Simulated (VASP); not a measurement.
# SnSe: single point with PBE

The system is SnSe.

```
CELL_PARAMETERS angstrom
0.00000 3.01000 3.01000
3.01000 0.00000 3.01000
3.01000 3.01000 0.00000
ATOMIC_POSITIONS crystal
Sn 0.00000 0.00000 0.00000
Se 0.53607 0.49220 0.50487
```

This cell differs from its parent crystal: one atom moved.

```json
{
  "Program": "VASP 6.6.1",
  "Task": "single point",
  "Functional": "PBE",
  "Potentials or basis": "VASP PAW PBE potentials, release 64 (Sn_d, Se)",
  "Cutoff": "520 eV",
  "k mesh": "10 × 10 × 10",
  "Occupations": "gaussian, width 0.05 eV",
  "Spin": "no spin polarisation"
}
```

```yaml
Pressure: 1.4 GPa
Largest_force: 0.056 eV/Å
Band_gap_on_the_k_mesh: 0.48 eV (least direct gap 0.54 eV)
```

Forces on the atoms (eV/Å):
```
Sn  -0.003  0.047  0.030
Se   0.003 -0.047 -0.030
```

Stress tensor (GPa, compression positive):
```
 1.15 -0.01 -0.01
-0.01  1.59  0.14
-0.01  0.14  1.35
```

Levels at points of the mesh, in eV from the valence-band top:
| k point | band 6 | band 7 | band 8 | band 9 | band 10 | band 11 | band 12 | band 13 | band 14 | band 15 |
| --- | --- | --- | --- | --- | --- | --- | --- | --- | --- | --- |
| (0.00, 0.00, 0.00) | -13.91 | -5.07 | -2.27 | -2.20 | -2.20 | 4.12 | 4.14 | 4.32 | 5.84 | 6.01 |
| (0.50, 0.00, 0.00) | -12.99 | -8.04 | -2.06 | -1.98 | -0.15 | 0.67 | 1.24 | 1.31 | 8.16 | 10.16 |
| (0.00, 0.50, 0.00) | -12.98 | -8.09 | -2.04 | -2.01 | 0.00 | 0.55 | 1.30 | 1.35 | 8.19 | 10.08 |
| (0.00, 0.00, 0.50) | -12.98 | -8.09 | -2.04 | -2.02 | 0.00 | 0.54 | 1.30 | 1.35 | 8.19 | 10.08 |
| (0.50, 0.50, 0.50) | -12.99 | -8.05 | -2.06 | -1.98 | -0.12 | 0.65 | 1.25 | 1.32 | 8.16 | 10.15 |
| (0.50, 0.50, 0.00) | -12.71 | -6.18 | -5.35 | -3.66 | -3.64 | 2.89 | 5.38 | 5.44 | 5.96 | 10.42 |
| (0.00, 0.50, 0.50) | -12.71 | -6.04 | -5.49 | -3.69 | -3.59 | 2.84 | 5.37 | 5.51 | 5.94 | 10.41 |
| (0.50, 0.00, 0.50) | -12.70 | -6.28 | -5.24 | -3.66 | -3.65 | 2.95 | 5.36 | 5.39 | 5.98 | 10.42 |

Wall time 7 min on 1 thread of Oxide Virtual Turin-like Processor, with other jobs on the host, peak memory 0.52 GiB.

Caveat: the cell differs from its parent crystal (one atom moved); semilocal functionals underestimate gaps, and a narrow one can read as zero; spin-orbit coupling is left out, which moves the levels of the heavy elements. A k mesh can miss the band edges.
